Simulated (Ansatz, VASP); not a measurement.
**Nb in VASP and in Ansatz**

```
Nb
1.0
    -1.61403    1.61403    1.63899
     1.61403   -1.61403    1.63899
     1.61403    1.61403   -1.63899
Nb
1
Direct
  0.00000 0.00000 0.00000
```

Change from the starting cell: strain -0.030 along x and y, -0.015 along z, atoms carried along.

Alike in both runs: task single point; functional PBEsol; k mesh 20 × 20 × 20; occupations gaussian, width 0.15 eV; no spin polarisation.

|  | VASP | Ansatz |
| --- | --- | --- |
| version | VASP 6.6.1 | Ansatz 0.2.0 |
| potentials or method | VASP PAW PBE potentials, release 64 (Nb_sv), cutoff 520 eV | scalar-relativistic, plane waves, PAW |
| valence electrons in the cell | 13 | 13 |

Ansatz gave:

* gap on the k mesh at the Fermi level (eV): none
* pressure (GPa): 4.7
* traceless stress, the component that is largest in VASP (GPa): -1.43

Estimate VASP's values.

gap on the k mesh at the Fermi level (eV): none; pressure (GPa): 4.4; traceless stress, the component that is largest in VASP (GPa): -1.42.

VASP's potentials were made for PBE, not for PBEsol. A gap of «none» marks a metal or a gap that the smearing closes.
